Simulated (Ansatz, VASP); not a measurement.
# Lu3Pt2: VASP beside Ansatz

```xyz
5
Lattice="4.4471 0.0000 0.0000 -2.2236 3.8513 0.0000 0.0000 0.0000 5.4482" Properties=species:S:1:pos:R:3 pbc="T T T"
Lu    0.0000    0.0000    0.0000
Lu    0.0000    2.5675    3.4487
Lu    2.2236    1.2838    1.9995
Pt    0.0000    2.5675    0.8717
Pt    2.2236    1.2838    4.5765
```

Change from the starting cell: species swapped into the Ga3Pt2 type (P-3m1, No. 164).

Alike in both runs: task single point; functional PBE; k mesh 6 × 6 × 4; occupations gaussian, width 0.1 eV; no spin polarisation.

|  | VASP | Ansatz |
| --- | --- | --- |
| version | VASP 6.6.1 | Ansatz 0.2.0 |
| potentials or method | VASP PAW PBE potentials, release 64 (Lu, Pt), cutoff 520 eV | scalar-relativistic, plane waves, PAW |
| valence electrons in the cell | 95 | 111 |

```tsv
	VASP	Ansatz	Ansatz less VASP
gap on the k mesh at the Fermi level (eV)	none	none	-
rms of the force components (eV/Å)	0.745	0.734	-0.0108
```

Atom by atom the forces differ by 0.013 eV/Å (rms over components). A gap of «none» marks a metal or a gap that the smearing closes. VASP's potentials hold 95 valence electrons a cell and Ansatz's 111, so a difference there can come from the potentials and not from the codes.

Spin-orbit coupling is off throughout.
